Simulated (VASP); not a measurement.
A run of VASP 6.6.1 is set up as follows.

File INCAR:

```
SYSTEM = HfO2
  PREC = Accurate
  ENCUT = 520
  EDIFF = 1E-6
  ISMEAR = 0
  SIGMA = 0.01
  LREAL = .False.
  LASPH = .True.
  NELM = 100
  ALGO = Normal
  ISIF = 2
  LWAVE = .False.
  LCHARG = .False.
  GGA = PE
  NBANDS = 18
```

The input KPOINTS:

```
regular mesh
0
Gamma
  8 8 8
  0 0 0
```

POSCAR

```
HfO2
1.0
    0.0000000000      2.5486308397      2.5486308397
    2.5486308397      0.0000000000      2.5486308397
    2.5486308397      2.5486308397      0.0000000000
Hf O
1 2
Direct
    0.0000000000      0.0000000000      0.0000000000
    0.2500000000      0.2500000000      0.2500000000
    0.7500000000      0.7500000000      0.7500000000
```

Potentials or basis: VASP PAW PBE potentials, release 64 (Hf_pv, O).

The run is started by

```bash
$ cat potpaw_PBE.64/Hf_pv/POTCAR potpaw_PBE.64/O/POTCAR > POTCAR
$ mpirun -np 1 vasp_std > vasp.out
```

Task: What does it give for the pressure?

Result: -3.6 GPa.

Task: Predict the band gap on the k mesh.

Result: 3.76 eV, direct.

Caveat: spin-orbit coupling is left out, which moves the levels of the heavy elements. A hybrid or GW would open this gap; PBE tends to underestimate it.
